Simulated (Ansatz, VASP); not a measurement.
**One calculation of FePb, two programs**

INCAR

```
SYSTEM = FePb
ALGO = Fast
EDIFF = 1E-6
ENCUT = 520
GGA = PE
ISIF = 2
ISMEAR = 0
ISPIN = 2
LASPH = .True.
LCHARG = .True.
LELF = .True.
LMAXMIX = 4
LORBIT = 11
LREAL = .False.
LVHAR = .True.
LWAVE = .False.
MAGMOM = 4.5 0
NBANDS = 22
NELM = 150
PREC = Accurate
SIGMA = 0.1
```

File KPOINTS:

```
k-points
0
Gamma
  12 12 12
  0 0 0
```

POSCAR

```
FePb
1.0
    3.3986418556      0.0000000000      0.0000000000
    0.0000000000      3.3986418556      0.0000000000
    0.0000000000      0.0000000000      3.3986418556
Fe Pb
1 1
Direct
    0.0000000000      0.0000000000      0.0000000000
    0.5000000000      0.5000000000      0.5000000000
```

Input for Ansatz:

```yaml
crystal:
  lattice:
    - [3.3986418556, 0.0, 0.0]
    - [0.0, 3.3986418556, 0.0]
    - [0.0, 0.0, 3.3986418556]
  atoms:
    - { symbol: Fe, position: [0.0, 0.0, 0.0], spin: 4.5 }
    - { symbol: Pb, position: [0.5, 0.5, 0.5] }
basis:
  ecutwfc: 420
kpoints:
  mp_grid: { grid: [12, 12, 12] }
hamiltonian:
  xc: pbe
scf:
  occupations: { method: gaussian, width: 0.1 }
  lower_state_search: "off"
output:
  forces: true
  stress: true
  eigenvalues: true
  populations: true
  write_density: true
  write_potential: true
  elf: true
  volumetric_format: npy
magnetization:
  spin_polarized: true
```

Alike in both runs: task single point; functional PBE; k mesh 12 × 12 × 12; occupations gaussian, width 0.1 eV; collinear spin.

|  | VASP | Ansatz |
| --- | --- | --- |
| version | VASP 6.6.1 | Ansatz 0.2.0 |
| potentials or method | VASP PAW PBE potentials, release 64 (Fe, Pb_d), cutoff 520 eV | scalar-relativistic, plane waves, PAW |
| valence electrons in the cell | 22 | 30 |

```csv
,VASP,Ansatz,Ansatz less VASP
gap on the k mesh at the Fermi level (eV),none,none,-
pressure (GPa),-0.2,0.0,+0.14
net moment per atom (μB),1.28,1.29,+0.005
size of the moment on the site where the two differ most (μB),2.67,2.72,+0.048
```

Site moments also hang on the region over which each program counts them. A gap of «none» marks a metal or a gap that the smearing closes. VASP's potentials hold 22 valence electrons a cell and Ansatz's 30, so a difference there can come from the potentials and not from the codes.

Spin-orbit coupling is off throughout.
